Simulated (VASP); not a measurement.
# Cu (R-3m) in VASP: single point with r2SCAN

Aim: the single point of Cu with r2SCAN.

Program: VASP 6.6.1. These are calculated values, not measurements. Logs are shortened: lines on timing, memory, paths and dates and some standing lists are left out, and cuts for length are marked.

**1. The cell of the first run**

It takes space group R-3m (No. 166, trigonal). Conventional cell: a = 2.491 Å, b = 2.491 Å, c = 6.591 Å, α = 90.00°, β = 90.00°, γ = 120.00°. Cu (site symmetry -3m) has 12 Cu at 2.49 to 2.63 Å within 3.3 Å.

**2. Single point, r2SCAN**

Input file POSCAR:

```
Cu
1.0
    0.0939584367      1.8556791239      1.8556791239
    1.8556791239      0.0939584367      1.8556791239
    1.8556791239      1.8556791239      0.0939584367
Cu
1
Direct
    0.0000000000      0.0000000000      0.0000000000
```

Input file INCAR.step1:

```
PREC = Accurate
ENCUT = 520
ISMEAR = 0
SIGMA = 0.15
LREAL = False
LASPH = True
NELM = 100
NBANDS = 12
GGA = PE
ALGO = Normal
EDIFF = 1E-4
LWAVE = True
LCHARG = False
```

Input file INCAR.step2:

```
PREC = Accurate
ENCUT = 520
EDIFF = 1E-7
ISMEAR = 0
SIGMA = 0.15
LREAL = False
LASPH = True
NELM = 100
ALGO = Normal
ISIF = 2
LWAVE = False
LCHARG = False
METAGGA = R2SCAN
LMIXTAU = True
NBANDS = 12
ISTART = 1
```

Input file KPOINTS:

```
regular mesh
0
Gamma
  24 24 24
```

Potentials or basis: VASP PAW PBE potentials, release 64 (Cu).

Command:

```console
> cat potpaw_PBE.64/Cu/POTCAR > POTCAR
> cp INCAR.step1 INCAR
> mpirun -np 1 vasp_std > vasp.out
> cp INCAR.step2 INCAR
> mpirun -np 1 vasp_std > vasp.out
```

OUTCAR:

```text
PREC = Accurate
   ENCUT = 520
   EDIFF = 1E-7
   ISMEAR = 0
   LREAL = False
   LASPH = True
   NELM = 100
   ISIF = 2
   METAGGA = R2SCAN
   ISTART = 1

 ion  position               nearest neighbor table
   1  0.000  0.000  0.000-

  LATTYP: Found a trigonal (rhomboedric) cell.
 ALAT       =     2.6260080368
 COS(alpha) =     0.5499279885

  Lattice vectors:

 A1 = (   0.0939584367,   1.8556791239,   1.8556791239)
 A2 = (   1.8556791239,   0.0939584367,   1.8556791239)
 A3 = (   1.8556791239,   1.8556791239,   0.0939584367)

Analysis of symmetry for initial positions (statically):
=====================================================================
 Subroutine PRICEL returns:
 Original cell was already a primitive cell.

 Routine SETGRP: Setting up the symmetry group for a
 trigonal (rhombohedral) supercell.

 Subroutine GETGRP returns: Found 12 space group operations
 (whereof 12 operations were pure point group operations)
 out of a pool of 12 trial point group operations.

The static configuration has the point symmetry D_3d.

Analysis of symmetry for dynamics (positions and initial velocities):
=====================================================================
 Subroutine PRICEL returns:
 Original cell was already a primitive cell.

 Routine SETGRP: Setting up the symmetry group for a
 trigonal (rhombohedral) supercell.

 Subroutine GETGRP returns: Found 12 space group operations
 (whereof 12 operations were pure point group operations)
 out of a pool of 12 trial point group operations.

The dynamic configuration has the point symmetry D_3d.

 Subroutine INISYM returns: Found 12 space group operations
 (whereof 12 operations are pure point group operations),
 and found     1 'primitive' translations

----------------------------------------------------------------------------------------

                                     Primitive cell

  volume of cell :      11.8104

  direct lattice vectors                    reciprocal lattice vectors
     0.093958437  1.855679124  1.855679124    -0.290821174  0.276805696  0.276805696
     1.855679124  0.093958437  1.855679124     0.276805696 -0.290821174  0.276805696
     1.855679124  1.855679124  0.093958437     0.276805696  0.276805696 -0.290821174

  length of vectors
     2.626008037  2.626008037  2.626008037     0.487667655  0.487667655  0.487667655

  position of ions in fractional coordinates (direct lattice)
     0.000000000  0.000000000  0.000000000

  ion indices of the primitive-cell ions
   primitive index   ion index
                 1           1

----------------------------------------------------------------------------------------

 KPOINTS: regular mesh

Automatic generation of k-mesh.
 Grid dimensions read from file:
 generate k-points for:   24   24   24

 Generating k-lattice:

  Cartesian coordinates                     Fractional coordinates (reciprocal lattice)
    -0.012117549  0.011533571  0.011533571     0.041666667  0.000000000  0.000000000
     0.011533571 -0.012117549  0.011533571     0.000000000  0.041666667  0.000000000
     0.011533571  0.011533571 -0.012117549     0.000000000  0.000000000  0.041666667

  Length of vectors
     0.020319486  0.020319486  0.020319486

  Shift w.r.t. Gamma in fractional coordinates (k-lattice)
     0.000000000  0.000000000  0.000000000

 Subroutine IBZKPT returns following result:
 ===========================================

 Found   1313 irreducible k-points:

 Following reciprocal coordinates:
            Coordinates               Weight
  0.000000  0.000000  0.000000      1.000000
  0.041667 -0.000000 -0.000000      6.000000
  0.083333 -0.000000 -0.000000      6.000000
  0.125000  0.000000  0.000000      6.000000
  0.166667  0.000000 -0.000000      6.000000
  0.208333 -0.000000 -0.000000      6.000000
[... 16 lines left out ...]
  0.416667  0.041667 -0.000000     12.000000
  0.458333  0.041667  0.000000     12.000000
 [... further k-points ...]
   k-points           NKPTS =   1313   k-points in BZ     NKDIM =   1313   number of bands    NBANDS=     12
   number of dos      NEDOS =    301   number of ions     NIONS =      1
   total plane-waves  NPLWV =   8000
   dimension x,y,z NGX =    20 NGY =   20 NGZ =   20
   dimension x,y,z NGXF=    40 NGYF=   40 NGZF=   40
   ions per type =               1
   NGX,Y,Z   is equivalent  to a cutoff of  12.66, 12.66, 12.66 a.u.
   NGXF,Y,Z  is equivalent  to a cutoff of  25.32, 25.32, 25.32 a.u.
 SYSTEM =  unknown system
   PREC   = accura    normal or accurate (medium, high low for compatibility)
   ISTART =      1    job   : 0-new  1-cont  2-samecut
   ICHARG =      0    charge: 1-file 2-atom 10-const
   ISPIN  =      1    spin polarized calculation?
   LNONCOLLINEAR =      F non collinear calculations
   LSORBIT =      F    spin-orbit coupling
   LASPH  =      T    aspherical Exc in radial PAW
   ENCUT  =  520.0 eV  38.22 Ry    6.18 a.u.   4.88  4.88  4.88*2*pi/ulx,y,z
   NELM   =    100;   NELMIN=  2; NELMDL=  0     # of ELM steps
   EDIFF  = 0.1E-06   stopping-criterion for ELM
   LREAL  =      F    real-space projection
   EDIFFG = 0.1E-05   stopping-criterion for IOM
   NSW    =      0    number of steps for IOM
   IBRION =     -1    ionic relax: 0-MD 1-quasi-New 2-CG
   NFREE  =      0    steps in history (QN), initial steepest desc. (CG)
   ISIF   =      2    stress and relaxation
   ISYM   =      2    0-nonsym 1-usesym 2-fastsym
   POTIM  = 0.5000    time-step for ionic-motion
   TEBEG  =    0.0;   TEEND  =   0.0 temperature during run
   PSTRESS=    0.0 pullay stress
   NELECT =      11.0000    total number of electrons
   NUPDOWN=      -1.0000    fix difference up-down
   EMIN   =  10.00;   EMAX   =-10.00  energy-range for DOS
   EFERMI =   0.00;   METHOD = LEGACY
   ISMEAR =     0;   SIGMA  =   0.15  broadening in eV -4-tet -1-fermi 0-gaus
   EFERMI_NEDOS =   21; number of points for ismear=-14 and -15
   IALGO  =     38    algorithm
   IMIX   =      4    mixing-type and parameters
     AMIX     =   0.40;   BMIX     =  1.00
     AMIX_MAG =   1.60;   BMIX_MAG =  1.00
  volume/ion in A,a.u.               =      11.81        79.70
  Fermi-wavevector in a.u.,A,eV,Ry     =   1.598763  3.021224 34.777078  2.556043
  Thomas-Fermi vector in A             =   2.696162
   LORBIT       =      0    0 simple, 1 ext, 2 COOP (PROOUT), +10 PAW based schemes
   METAGGA = R2SCAN    functional components
   LHFCALC =     F    Hartree Fock is set to
   AEXX    =    0.0000 exact exchange contribution
   IVDW    =     0    specifies the selected vdW correction
   LEPSILON=     F    determine dielectric tensor
   LRPA    =     F    only Hartree local field effects (RPA)
 non-spin polarized calculation
 Gauss-broadening in eV      SIGMA  =   0.15
  energy-cutoff  :      520.00
  volume of cell :       11.81
 maximum number of plane-waves:       331
   NGX =  9   NGY =  9   NGZ =  9

 number of electron      11.0000005 magnetization

 Free energy of the ion-electron system (eV)
  ---------------------------------------------------
  ext. energy  EPLUGINS =         0.00000000
  ---------------------------------------------------
  free energy    TOTEN  =       -10.79893005 eV

  energy without entropy =      -10.79524692  energy(sigma->0) =      -10.79708848

 E-fermi :   7.4183     XC(G=0): -13.7381

 val. band max:        7.4169895440   @ k =   0.4583   0.4583   0.1250
 cond. band min:       7.4207738713   @ k =  -0.4583   0.3333   0.3333
 fundamental gap:      0.0037843274
 Fermi energy:         7.4182786086

 k-point     1 :       0.0000    0.0000    0.0000
  band No.  band energies     occupation
      1      -2.2669      2.00000
      2       3.9904      2.00000
      3       4.3405      2.00000
      4       4.3405      2.00000
      5       5.1129      2.00000
      6       5.1129      2.00000
      7      29.2876      0.00000
      8      32.8437      0.00000
      9      33.7162      0.00000
     10      35.1947      0.00000
     11      35.1947      0.00000
     12      37.3677      0.00000

 k-point     2 :       0.0417   -0.0000   -0.0000
  band No.  band energies     occupation
      1      -2.1984      2.00000
      2       4.0034      2.00000
      3       4.3250      2.00000
      4       4.3589      2.00000
      5       5.1042      2.00000
      6       5.1055      2.00000
      7      29.2253      0.00000
      8      32.2744      0.00000
      9      33.5313      0.00000
     10      34.6364      0.00000
     11      34.8531      0.00000
     12      37.7985      0.00000

 k-point     3 :       0.0833   -0.0000   -0.0000
  band No.  band energies     occupation
      1      -1.9943      2.00000
      2       4.0391      2.00000
      3       4.2812      2.00000
      4       4.4118      2.00000
      5       5.0808      2.00000
      6       5.0850      2.00000
      7      28.9780      0.00000
      8      30.5642      0.00000
      9      32.9931      0.00000
     10      34.2009      0.00000
     11      34.9641      0.00000
     12      38.6906      0.00000
[... 286 lines left out ...]
 k-point    23 :       0.4167    0.0417   -0.0000
  band No.  band energies     occupation
      1       2.0247      2.00000
      2       4.0174      2.00000
      3       4.4657      2.00000
      4       5.0173      2.00000
      5       5.5146      2.00000
      6       5.8761      2.00000
      7      14.1000      0.00000
      8      27.4077      0.00000
      9      29.6687      0.00000
     10      30.8563      0.00000
     11      33.7357      0.00000
     12      35.0098      0.00000

 k-point    24 :       0.4583    0.0417    0.0000
  band No.  band energies     occupation
      1       2.1796      2.00000
      2       3.9841      2.00000
      3       4.4349      2.00000
      4       5.3589      2.00000
      5       5.6012      2.00000
      6       6.3795      2.00000
      7      12.6827      0.00000
      8      27.5448      0.00000
      9      29.6033      0.00000
     10      30.3417      0.00000
     11      33.2912      0.00000
     12      34.7525      0.00000

 [... further k-points ...]
[... 5 lines left out ...]
  --------------------------------------------------------------------------------------
  -------------------------------------------------------------------------------------
  Total       -0.2375912     -0.2375912     -0.2375912     -0.3366702     -0.3366702     -0.3366702
  in kB      -32.2311709    -32.2311709    -32.2311709    -45.6720328    -45.6720328    -45.6720328
  external PRESSURE =     -32.2311709 kB  Pullay stress =       0.0000000 kB

 VOLUME and BASIS-vectors are now :
 -----------------------------------------------------------------------------
  energy-cutoff  :      520.00
  volume of cell :       11.81
      direct lattice vectors                 reciprocal lattice vectors
     0.093958437  1.855679124  1.855679124    -0.290821174  0.276805696  0.276805696
     1.855679124  0.093958437  1.855679124     0.276805696 -0.290821174  0.276805696
     1.855679124  1.855679124  0.093958437     0.276805696  0.276805696 -0.290821174

 POSITION                                       TOTAL-FORCE (eV/Angst)
 -----------------------------------------------------------------------------------
      0.00000      0.00000      0.00000         0.000000      0.000000      0.000000
 -----------------------------------------------------------------------------------
    total drift:                               -0.000000     -0.000000     -0.000000

  FREE ENERGIE OF THE ION-ELECTRON SYSTEM (eV)
  ---------------------------------------------------
  free  energy   TOTEN  =       -10.7989300512 eV

  energy  without entropy=      -10.7952469154  energy(sigma->0) =      -10.79708848
```

It took 9.3 min on 1 thread of AMD EPYC 7R13 (Zen 3), shared host; peak memory 0.25 GiB.

Results:

* Free energy: -10.7989 eV
* Pressure: -3.2 GPa
* Band gap on the k mesh: zero (an odd number of electrons rules out a gap without spin polarisation)

Stress tensor (GPa, compression positive):
```
-3.22 -4.57 -4.57
-4.57 -3.22 -4.57
-4.57 -4.57 -3.22
```

Levels at points of the mesh, in eV from the Fermi level:
| k point | band 2 | band 3 | band 4 | band 5 | band 6 | band 7 | band 8 | band 9 | band 10 | band 11 |
| --- | --- | --- | --- | --- | --- | --- | --- | --- | --- | --- |
| (0.00, 0.00, 0.00) | -3.43 | -3.08 | -3.08 | -2.31 | -2.31 | 21.87 | 25.43 | 26.30 | 27.78 | 27.78 |
| (0.50, 0.00, 0.00) | -3.46 | -2.98 | -1.86 | -1.63 | -0.80 | 4.34 | 20.60 | 22.90 | 23.36 | 24.79 |
| (0.50, 0.50, 0.00) | -4.62 | -1.83 | -1.61 | -1.56 | 1.59 | 7.46 | 12.57 | 15.05 | 17.78 | 21.57 |
| (0.50, 0.50, 0.50) | -3.17 | -3.17 | -1.81 | -1.81 | -1.73 | 2.90 | 23.03 | 24.90 | 24.90 | 27.47 |

Caveat: the cell stands under tension; the PAW data sets were made with another functional, which shifts forces and pressure a little.
